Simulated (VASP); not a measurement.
The system is RuS.

```xyz
2
Lattice="0.0000 2.6005 2.6005 2.6005 0.0000 2.6005 2.6005 2.6005 0.0000" Properties=species:S:1:pos:R:3 pbc="T T T"
Ru    0.0000    0.0000    0.0000
S     1.3003    1.3003    1.3003
```

Base run:

```yaml
Program: VASP 6.6.1
Functional: PBE
Potentials_or_basis: VASP PAW PBE potentials, release 64 (Ru_pv, S)
Cutoff: 520 eV
k_mesh: 10 × 10 × 10
Occupations: gaussian, width 0.05 eV
Spin: no spin polarisation
```

Its results: band gap on the k mesh zero (band 10 reaches 10.49 eV, above the bottom of band 11 at 7.59 eV); pressure -0.2 GPa.

Q: The run is repeated on the same cell with these changes: functional from PBE to LDA; potentials or basis from VASP PAW PBE potentials, release 64 (Ru_pv, S) to VASP PAW LDA potentials, release 64 (Ru_pv, S). What comes out?

A: Band gap on the k mesh zero (band 10 reaches 10.20 eV, above the bottom of band 11 at 7.36 eV); pressure -8.5 GPa.
